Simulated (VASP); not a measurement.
Input of a VASP 6.6.1 run:

The input INCAR:

```
SYSTEM = AlIn3Sb2
ALGO     = Normal         ! electronic algorithm
EDIFF    = 1E-7           ! SCF threshold, eV
EDIFFG   = -0.04          ! ionic threshold
ENCUT    = 600            ! plane-wave cutoff, eV
GGA      = PE             ! functional
IBRION   = 2              ! ionic algorithm
ISIF     = 3              ! what is computed and relaxed
ISMEAR   = 0              ! smearing method
LASPH    = .TRUE.         ! aspherical terms in the spheres
LCHARG   = .FALSE.        ! write CHGCAR
LREAL    = .FALSE.        ! projectors in reciprocal space
LWAVE    = .FALSE.        ! write WAVECAR
NELM     = 60             ! most SCF steps
NSW      = 90             ! ionic steps
PREC     = Accurate       ! precision mode
SIGMA    = 0.1            ! smearing width, eV
```

The input KPOINTS:

```
k-points
0
G
  3 3 3
  0 0 0
```

File POSCAR:

```
AlIn3Sb2
1.0
    4.1856628600      2.4165935800      2.9719626900
   -4.1856628600      2.4165935800      2.9719626900
    0.0000000000     -4.8331871600      2.9719626900
Al In Sb
1 3 2
Direct
    0.5000000000      0.5000000000      0.5000000000
    0.0000000000      0.5000000000      0.0000000000
    0.0000000000      0.0000000000      0.5000000000
    0.5000000000      0.0000000000      0.0000000000
    0.7708021400      0.7708021400      0.7708021400
    0.2291978600      0.2291978600      0.2291978600
```

Potentials or basis: VASP PAW PBE potentials, release 64 (Al, In_d, Sb).

Run with:

```console
$ cat potpaw_PBE.64/Al/POTCAR potpaw_PBE.64/In_d/POTCAR potpaw_PBE.64/Sb/POTCAR > POTCAR
$ mpirun -np 1 vasp_std > vasp.out
```

**Question.** What does it give for the relaxed cell?

**Answer.** a = 6.715 Å, b = 6.715 Å, c = 6.715 Å, α = 104.06°, β = 104.06°, γ = 104.06°.

**Question.** Estimate the band gap on the k mesh.

**Answer.** Zero (bands 26 and 27 overlap by 0.16 eV).

Stress tensor (GPa, compression positive):
```
0.02 0.00 0.00
0.00 0.02 0.00
0.00 0.00 0.12
```

Caveat: the k points lie up to 0.34 Å⁻¹ apart in the final cell; semilocal functionals underestimate gaps, so a narrow gap can read as zero; spin-orbit coupling is left out, which moves the levels of the heavy elements.
